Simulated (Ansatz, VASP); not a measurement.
**Two plane-wave programs on Mg2Ge3N**

```
Mg Ge N
1.0
     2.87193    1.65811    3.60661
    -2.87193    1.65811    3.60661
     0.00000   -3.31622    3.60661
Mg Ge N
2 3 1
Direct
  0.62744 0.62744 0.62744
  0.37256 0.37256 0.37256
  0.00000 0.50000 0.00000
  0.50000 0.00000 0.00000
  0.00000 0.00000 0.50000
  0.00000 0.00000 0.00000
```

Change from the starting cell: species swapped into the Tb2Al3Fe type (R-3m, No. 166).

Alike in both runs: functional PBE; k mesh 12 × 12 × 12; occupations gaussian, width 0.1 eV; no spin polarisation.

Ansatz relaxed the structure, and its values are those at the end. VASP's run is a single point on that final structure, the one shown.

```csv
,VASP,Ansatz
version,VASP 6.6.1,Ansatz 0.2.0
potentials or method,"VASP PAW PBE potentials, release 64 (Mg, Ge_d, N), cutoff 520 eV","scalar-relativistic, plane waves, PAW"
valence electrons in the cell,51,67
```

|  | VASP | Ansatz | Ansatz less VASP |
| --- | --- | --- | --- |
| gap on the k mesh at the Fermi level (eV) | none | none | - |
| pressure (GPa) | -0.1 | 0.0 | +0.08 |

A gap of «none» marks a metal or a gap that the smearing closes. VASP's potentials hold 51 valence electrons a cell and Ansatz's 67, so a difference there can come from the potentials and not from the codes.
